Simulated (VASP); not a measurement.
# HCl (I4/mmm) in VASP: single point with LDA

Aim: the single point of HCl with LDA.

Program: VASP 6.6.1. These are calculated values, not measurements. Logs are shortened: lines on timing, memory, paths and dates and some standing lists are left out, and cuts for length are marked.

### 1 The cell of the first run

It takes space group I4/mmm (No. 139, tetragonal). Conventional cell: a = 3.678 Å, b = 3.678 Å, c = 5.612 Å, α = 90.00°, β = 90.00°, γ = 90.00°. H (site symmetry 4/mmm) has 6 Cl at 2.60 to 2.81 Å within 3.4 Å. Cl (site symmetry 4/mmm) has 6 H at 2.60 to 2.81 Å within 3.4 Å.

### 2 Single point, LDA (strain -0.050 along x and y, +0.025 along z)

The input, INCAR:

```
PREC = Accurate
ENCUT = 520
EDIFF = 1E-6
ISMEAR = 0
SIGMA = 0.15
LREAL = F
LASPH = T
NELM = 80
ALGO = Normal
ISIF = 2
LWAVE = F
LCHARG = F
NBANDS = 11
```

The input, KPOINTS:

```
Automatic mesh
0
Gamma
  16 16 16
```

The input, POSCAR:

```
HCl
1.0
    0.0000000000      2.6006250000      2.8059375000
    2.6006250000      0.0000000000      2.8059375000
    2.6006250000      2.6006250000      0.0000000000
H Cl
1 1
Direct
    0.0000000000      0.0000000000      0.0000000000
    0.5000000000      0.5000000000      0.5000000000
```

Potentials or basis: VASP PAW LDA potentials, release 64 (H, Cl).

Command:

```
cat potpaw_LDA.64/H/POTCAR potpaw_LDA.64/Cl/POTCAR > POTCAR
mpirun -np 1 vasp_std > vasp.out
```

OUTCAR:

```text
PREC = Accurate
   ENCUT = 520
   EDIFF = 1E-6
   ISMEAR = 0
   LREAL = F
   LASPH = T
   NELM = 80
   ISIF = 2

 ion  position               nearest neighbor table
   1  0.000  0.000  0.000-
   2  0.500  0.500  0.500-

  LATTYP: Found a body centered tetragonal cell.
 ALAT       =     3.6778391456
 C/A-ratio  =     1.5258620015

  Lattice vectors:

 A1 = (  -2.6006250000,   0.0000000000,   2.8059375000)
 A2 = (   2.6006250000,   0.0000000000,   2.8059375000)
 A3 = (   0.0000000000,   2.6006250000,  -2.8059375000)

Analysis of symmetry for initial positions (statically):
=====================================================================
 Subroutine PRICEL returns:
 Original cell was already a primitive cell.

 Routine SETGRP: Setting up the symmetry group for a
 body centered tetragonal supercell.

 Subroutine GETGRP returns: Found 16 space group operations
 (whereof 16 operations were pure point group operations)
 out of a pool of 16 trial point group operations.

The static configuration has the point symmetry D_4h.

Analysis of symmetry for dynamics (positions and initial velocities):
=====================================================================
 Subroutine PRICEL returns:
 Original cell was already a primitive cell.

 Routine SETGRP: Setting up the symmetry group for a
 body centered tetragonal supercell.

 Subroutine GETGRP returns: Found 16 space group operations
 (whereof 16 operations were pure point group operations)
 out of a pool of 16 trial point group operations.

The dynamic configuration has the point symmetry D_4h.

 Subroutine INISYM returns: Found 16 space group operations
 (whereof 16 operations are pure point group operations),
 and found     1 'primitive' translations

----------------------------------------------------------------------------------------

                                     Primitive cell

  volume of cell :      37.9545

  direct lattice vectors                    reciprocal lattice vectors
     0.000000000  2.600625000  2.805937500    -0.192261476  0.192261476  0.178193563
     2.600625000  0.000000000  2.805937500     0.192261476 -0.192261476  0.178193563
     2.600625000  2.600625000  0.000000000     0.192261476  0.192261476 -0.178193563

  length of vectors
     3.825772555  3.825772555  3.677839146     0.325087520  0.325087520  0.325087520

  position of ions in fractional coordinates (direct lattice)
     0.000000000  0.000000000  0.000000000
     0.500000000  0.500000000  0.500000000

  ion indices of the primitive-cell ions
   primitive index   ion index
                 1           1
                 2           2

----------------------------------------------------------------------------------------

 KPOINTS: Automatic mesh

Automatic generation of k-mesh.
 Grid dimensions read from file:
 generate k-points for:   16   16   16

 Generating k-lattice:

  Cartesian coordinates                     Fractional coordinates (reciprocal lattice)
    -0.012016342  0.012016342  0.011137098     0.062500000  0.000000000  0.000000000
     0.012016342 -0.012016342  0.011137098     0.000000000  0.062500000  0.000000000
     0.012016342  0.012016342 -0.011137098    -0.000000000 -0.000000000  0.062500000

  Length of vectors
     0.020317970  0.020317970  0.020317970

  Shift w.r.t. Gamma in fractional coordinates (k-lattice)
     0.000000000  0.000000000  0.000000000

 Subroutine IBZKPT returns following result:
 ===========================================

 Found    349 irreducible k-points:

 Following reciprocal coordinates:
            Coordinates               Weight
  0.000000  0.000000  0.000000      1.000000
  0.062500 -0.000000  0.000000      8.000000
  0.125000 -0.000000  0.000000      8.000000
  0.187500 -0.000000  0.000000      8.000000
  0.250000 -0.000000  0.000000      8.000000
  0.312500 -0.000000  0.000000      8.000000
[... 16 lines left out ...]
 -0.125000  0.062500  0.000000      8.000000
 -0.062500  0.062500  0.000000      4.000000
 [... further k-points ...]
   k-points           NKPTS =    349   k-points in BZ     NKDIM =    349   number of bands    NBANDS=     11
   number of dos      NEDOS =    301   number of ions     NIONS =      2
   total plane-waves  NPLWV =  21952
   dimension x,y,z NGX =    28 NGY =   28 NGZ =   28
   dimension x,y,z NGXF=    56 NGYF=   56 NGZF=   56
   ions per type =               1   1
   NGX,Y,Z   is equivalent  to a cutoff of  12.17, 12.17, 12.66 a.u.
   NGXF,Y,Z  is equivalent  to a cutoff of  24.33, 24.33, 25.31 a.u.
 SYSTEM =  unknown system
   PREC   = accura    normal or accurate (medium, high low for compatibility)
   ISTART =      0    job   : 0-new  1-cont  2-samecut
   ICHARG =      2    charge: 1-file 2-atom 10-const
   ISPIN  =      1    spin polarized calculation?
   LNONCOLLINEAR =      F non collinear calculations
   LSORBIT =      F    spin-orbit coupling
   LASPH  =      T    aspherical Exc in radial PAW
   ENCUT  =  520.0 eV  38.22 Ry    6.18 a.u.   7.11  7.11  6.84*2*pi/ulx,y,z
   NELM   =     80;   NELMIN=  2; NELMDL= -5     # of ELM steps
   EDIFF  = 0.1E-05   stopping-criterion for ELM
   LREAL  =      F    real-space projection
   EDIFFG = 0.1E-04   stopping-criterion for IOM
   NSW    =      0    number of steps for IOM
   IBRION =     -1    ionic relax: 0-MD 1-quasi-New 2-CG
   NFREE  =      0    steps in history (QN), initial steepest desc. (CG)
   ISIF   =      2    stress and relaxation
   ISYM   =      2    0-nonsym 1-usesym 2-fastsym
   POTIM  = 0.5000    time-step for ionic-motion
   TEBEG  =    0.0;   TEEND  =   0.0 temperature during run
   PSTRESS=    0.0 pullay stress
   NELECT =       8.0000    total number of electrons
   NUPDOWN=      -1.0000    fix difference up-down
   EMIN   =  10.00;   EMAX   =-10.00  energy-range for DOS
   EFERMI =   0.00;   METHOD = LEGACY
   ISMEAR =     0;   SIGMA  =   0.15  broadening in eV -4-tet -1-fermi 0-gaus
   EFERMI_NEDOS =   21; number of points for ismear=-14 and -15
   IALGO  =     38    algorithm
   IMIX   =      4    mixing-type and parameters
     AMIX     =   0.40;   BMIX     =  1.00
     AMIX_MAG =   1.60;   BMIX_MAG =  1.00
  volume/ion in A,a.u.               =      18.98       128.06
  Fermi-wavevector in a.u.,A,eV,Ry     =   0.974280  1.841122 12.914936  0.949221
  Thomas-Fermi vector in A             =   2.104727
   LORBIT       =      0    0 simple, 1 ext, 2 COOP (PROOUT), +10 PAW based schemes
   GGA     = CA    functional components
   LHFCALC =     F    Hartree Fock is set to
   AEXX    =    0.0000 exact exchange contribution
   IVDW    =     0    specifies the selected vdW correction
   LEPSILON=     F    determine dielectric tensor
   LRPA    =     F    only Hartree local field effects (RPA)
 non-spin polarized calculation
 Gauss-broadening in eV      SIGMA  =   0.15
  energy-cutoff  :      520.00
  volume of cell :       37.95
 maximum number of plane-waves:      1046
   NGX = 15   NGY = 15   NGZ = 13

 number of electron       7.9999999 magnetization

 Free energy of the ion-electron system (eV)
  ---------------------------------------------------
  ext. energy  EPLUGINS =         0.00000000
  ---------------------------------------------------
  free energy    TOTEN  =        -3.75473755 eV

  energy without entropy =       -3.75185048  energy(sigma->0) =       -3.75329401

 E-fermi :  -1.7625     XC(G=0):  -8.3483

 val. band max:       -1.7871113665   @ k =   0.5000   0.0000   0.4375
 cond. band min:      -1.7097631241   @ k =  -0.4375   0.0625   0.5000
 fundamental gap:      0.0773482424
 Fermi energy:        -1.7624723898

 k-point     1 :       0.0000    0.0000    0.0000
  band No.  band energies     occupation
      1     -15.0747      2.00000
      2      -1.9398      1.90554
      3      -1.9398      1.90554
      4      -1.9187      1.85913
      5      -1.8277      1.46129
      6       9.6716      0.00000
      7      10.2699      0.00000
      8      10.8767      0.00000
      9      10.8767      0.00000
     10      13.0461      0.00000
     11      13.7285      0.00000

 k-point     2 :       0.0625   -0.0000    0.0000
  band No.  band energies     occupation
      1     -15.0574      2.00000
      2      -2.5138      2.00000
      3      -1.9442      1.91336
      4      -1.8659      1.67066
      5      -1.3425      0.00008
      6       9.5371      0.00000
      7      10.2472      0.00000
      8      10.7280      0.00000
      9      10.9278      0.00000
     10      12.6896      0.00000
     11      13.2832      0.00000

 k-point     3 :       0.1250   -0.0000    0.0000
  band No.  band energies     occupation
      1     -15.0074      2.00000
      2      -3.1081      2.00000
      3      -1.9564      1.93248
      4      -1.9034      1.81602
      5      -0.8130      0.00000
      6       9.0079      0.00000
      7      10.2049      0.00000
      8      10.6421      0.00000
      9      11.0267      0.00000
     10      12.2455      0.00000
     11      12.6550      0.00000

 k-point     4 :       0.1875   -0.0000    0.0000
  band No.  band energies     occupation
      1     -14.9307      2.00000
      2      -3.6790      2.00000
      3      -1.9742      1.95408
      4      -1.9587      1.93576
      5      -0.3403      0.00000
      6       8.2391      0.00000
      7      10.1635      0.00000
      8      10.6191      0.00000
      9      10.9472      0.00000
     10      12.2353      0.00000
     11      12.4142      0.00000
[... 239 lines left out ...]
 k-point    22 :      -0.1875    0.0625    0.0000
  band No.  band energies     occupation
      1     -14.8800      2.00000
      2      -3.9922      2.00000
      3      -2.0387      1.99079
      4      -1.9453      1.91523
      5      -0.0571      0.00000
      6       8.0799      0.00000
      7       9.6824      0.00000
      8      10.8192      0.00000
      9      10.8436      0.00000
     10      11.9602      0.00000
     11      12.8804      0.00000

 k-point    23 :      -0.1250    0.0625    0.0000
  band No.  band energies     occupation
      1     -14.9642      2.00000
      2      -3.4857      2.00000
      3      -1.9562      1.93219
      4      -1.9338      1.89378
      5      -0.4741      0.00000
      6       8.8820      0.00000
      7       9.8327      0.00000
      8      10.6920      0.00000
      9      11.1513      0.00000
     10      11.8788      0.00000
     11      12.5394      0.00000

 k-point    24 :      -0.0625    0.0625    0.0000
  band No.  band energies     occupation
      1     -15.0258      2.00000
      2      -2.9673      2.00000
      3      -1.9333      1.89276
      4      -1.8853      1.75303
      5      -0.9350      0.00000
      6       9.4505      0.00000
      7      10.1655      0.00000
      8      10.4885      0.00000
      9      11.0255      0.00000
     10      12.4968      0.00000
     11      12.5778      0.00000

 [... further k-points ...]
[... 5 lines left out ...]
  --------------------------------------------------------------------------------------
  -------------------------------------------------------------------------------------
  Total       -3.2785802     -3.2785802     -1.9659092      0.0000000     -0.0000000      0.0000000
  in kB     -138.3989964   -138.3989964    -82.9870978      0.0000000     -0.0000000      0.0000000
  external PRESSURE =    -119.9283635 kB  Pullay stress =       0.0000000 kB

 VOLUME and BASIS-vectors are now :
 -----------------------------------------------------------------------------
  energy-cutoff  :      520.00
  volume of cell :       37.95
      direct lattice vectors                 reciprocal lattice vectors
     0.000000000  2.600625000  2.805937500    -0.192261476  0.192261476  0.178193563
     2.600625000  0.000000000  2.805937500     0.192261476 -0.192261476  0.178193563
     2.600625000  2.600625000  0.000000000     0.192261476  0.192261476 -0.178193563

 POSITION                                       TOTAL-FORCE (eV/Angst)
 -----------------------------------------------------------------------------------
      0.00000      0.00000      0.00000         0.000000     -0.000000      0.000000
      2.60062      2.60062      2.80594        -0.000000      0.000000     -0.000000
 -----------------------------------------------------------------------------------
    total drift:                                0.000000      0.000000      0.000000

  FREE ENERGIE OF THE ION-ELECTRON SYSTEM (eV)
  ---------------------------------------------------
  free  energy   TOTEN  =        -3.7547375465 eV

  energy  without entropy=       -3.7518504751  energy(sigma->0) =       -3.75329401
```

Wall time 87 s (1 thread of Intel Xeon Platinum 8488C (Sapphire Rapids), shared host); peak memory 0.24 GiB.

Results:

| Property | Result |
| --- | --- |
| Free energy | -3.7547 eV |
| Pressure | -12.0 GPa |
| Band gap on the k mesh | zero (bands 4 and 5 overlap by 0.19 eV) |

Levels at points of the mesh, in eV from the Fermi level:
```csv
k point,band 1,band 2,band 3,band 4,band 5,band 6,band 7,band 8
"(0.00, 0.00, 0.00)",-13.31,-0.18,-0.18,-0.16,-0.07,11.43,12.03,12.64
"(0.50, 0.00, 0.00)",-12.81,-3.51,-0.42,-0.28,2.61,7.66,10.71,11.33
"(0.50, 0.50, 0.00)",-12.77,-2.17,-0.78,-0.78,-0.18,9.28,11.74,15.49
"(0.50, 0.00, 0.50)",-12.64,-2.20,-1.13,-0.76,-0.29,8.99,12.61,14.46
```

Caveat: the cell differs from its parent crystal (strain -0.050 along x and y, +0.025 along z); the cell stands under tension.
